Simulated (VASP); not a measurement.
A run of VASP 6.6.1 is set up as follows.

INCAR

```
SYSTEM = Be
ALGO = Normal ; EDIFF = 1E-7
ENCUT = 520 ; GGA = PS
ISIF = 2 ; ISMEAR = -1
LASPH = .True. ; LCHARG = .False.
LREAL = .False. ; LWAVE = .False.
NBANDS = 9 ; NELM = 60
PREC = Accurate ; SIGMA = 0.08
```

File KPOINTS:

```
k-points
0
Gamma
  18 18 10
  0 0 0
```

Contents of POSCAR:

```
Be
1.0
    2.2535161646      0.0000000000      0.0000000000
   -1.1267580823      1.9516022464      0.0000000000
    0.0000000000      0.0000000000      3.5625072120
Be
2
Direct
    0.3333333333      0.6666666667      0.2500000000
    0.6666666667      0.3333333333      0.7500000000
```

Potentials or basis: VASP PAW PBE potentials, release 64 (Be).

Command:

```console
$ cat potpaw_PBE.64/Be/POTCAR > POTCAR
$ mpirun -np 1 vasp_std > vasp.out
```

(1) Predict the band gap on the k mesh.

(2) What does it give for the pressure?

Answers

(1) zero (band 2 reaches 8.10 eV, above the bottom of band 3 at 6.01 eV).

(2) 0.4 GPa.

Caveat: the PAW data sets were made with another functional, which shifts forces and pressure a little.
